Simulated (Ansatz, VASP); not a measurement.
**As in VASP and in Ansatz**

File INCAR:

```
SYSTEM = As
PREC = Accurate
ENCUT = 600
EDIFF = 1E-7
ISMEAR = -1
SIGMA = 0.05
LREAL = .FALSE.
LASPH = .TRUE.
NELM = 80
ALGO = Normal
ISIF = 3
LWAVE = .FALSE.
LCHARG = .FALSE.
GGA = RP
IVDW = 13
IBRION = 2
NSW = 60
EDIFFG = -0.01
```

KPOINTS

```
Automatic mesh
0
G
  9 9 9
  0 0 0
```

The input POSCAR:

```
As
1.0
    1.8807968987      1.0858785957      3.5140619945
   -1.8807968987      1.0858785957      3.5140619945
    0.0000000000     -2.1717571915      3.5140619945
As
2
Direct
    0.2260000000      0.2260000000      0.2260000000
    0.7740000000      0.7740000000      0.7740000000
```

The input input.yaml:

```yaml
crystal:
  lattice:
    - [1.8807968987, 1.0858785957, 3.5140619945]
    - [-1.8807968987, 1.0858785957, 3.5140619945]
    - [0.0, -2.1717571915, 3.5140619945]
  atoms:
    - { symbol: As, position: [0.226, 0.226, 0.226] }
    - { symbol: As, position: [0.774, 0.774, 0.774] }
hamiltonian:
  xc: rpbe
  pseudopotentials: { kind: paw }
  dispersion: d4
kpoints:
  mp_grid: { grid: [9, 9, 9] }
scf:
  occupations: { method: fermi_dirac, width: 0.05 }
output:
  forces: true
  stress: true
  eigenvalues: true
  write_density: true
  write_potential: true
  elf: true
  volumetric_format: npy
relax:
  f_tol: 0.01
  max_steps: 40
  cell: { stress_tol: 0.05 }
```

Alike in both runs: task relaxation of cell and atoms; functional RPBE; dispersion D4; k mesh 9 × 9 × 9; occupations fermi-dirac, width 0.05 eV; no spin polarisation.

|  | VASP | Ansatz |
| --- | --- | --- |
| version | VASP 6.6.1 | Ansatz 0.2.0 |
| potentials or method | VASP PAW PBE potentials, release 64 (As) | Ansatz PAW |
| plane-wave cutoff (eV) | 600 | 420 |
| valence electrons in the cell | 10 | 30 |

|  | VASP | Ansatz | Ansatz less VASP |
| --- | --- | --- | --- |
| gap on the k mesh at the Fermi level, each at its own relaxed structure (eV) | none | none | - |
| relaxed volume (Å³/atom) | 20.02 | 19.99 | -0.023 |
| relaxed cell length with the largest relative difference (Å) | 3.923 | 3.926 | +0.0030 |

VASP's potentials were made for PBE, not for RPBE. A gap of «none» marks a metal or a gap that the smearing closes. VASP's potentials hold 10 valence electrons a cell and Ansatz's 30, so a difference there can come from the potentials and not from the codes.

Noted on Ansatz's run: the plane-wave basis is chosen anew once the cell has moved, so the energies of steps on either side of that aren't comparable.
